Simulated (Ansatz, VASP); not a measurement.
**One calculation of Al, two programs**

```
CELL_PARAMETERS angstrom
-1.61751 1.61751 1.61751
1.61751 -1.61751 1.61751
3.23502 3.23502 0.00000
ATOMIC_POSITIONS crystal
Al 0.05862 0.94138 0.00000
Al 0.44138 0.55862 0.50000
```

Change from the starting cell: mode 1 frozen in at -0.268 Å, equal normal strain along x and y +0.0000.

Alike in both runs: task single point; functional PBE; k mesh 20 × 20 × 12; occupations gaussian, width 0.15 eV; no spin polarisation.

|  | VASP | Ansatz |
| --- | --- | --- |
| version | VASP 6.6.1 | Ansatz 0.2.0 |
| potentials or method | VASP PAW PBE potentials, release 64 (Al), cutoff 520 eV | scalar-relativistic, plane waves, PAW |
| valence electrons in the cell | 6 | 6 |

|  | VASP | Ansatz | Ansatz less VASP |
| --- | --- | --- | --- |
| gap on the k mesh at the Fermi level (eV) | none | none | - |
| pressure (GPa) | 0.0 | 0.0 | +0.02 |
| traceless stress, the component that is largest in VASP (GPa) | -1.51 | -1.52 | -0.011 |
| rms of the force components (eV/Å) | 0.045 | 0.045 | -0.0004 |

Atom by atom the forces differ by 0.000 eV/Å (rms over components). A gap of «none» marks a metal or a gap that the smearing closes. The functional is the same, so the differences come from potentials, cutoffs and numerics.
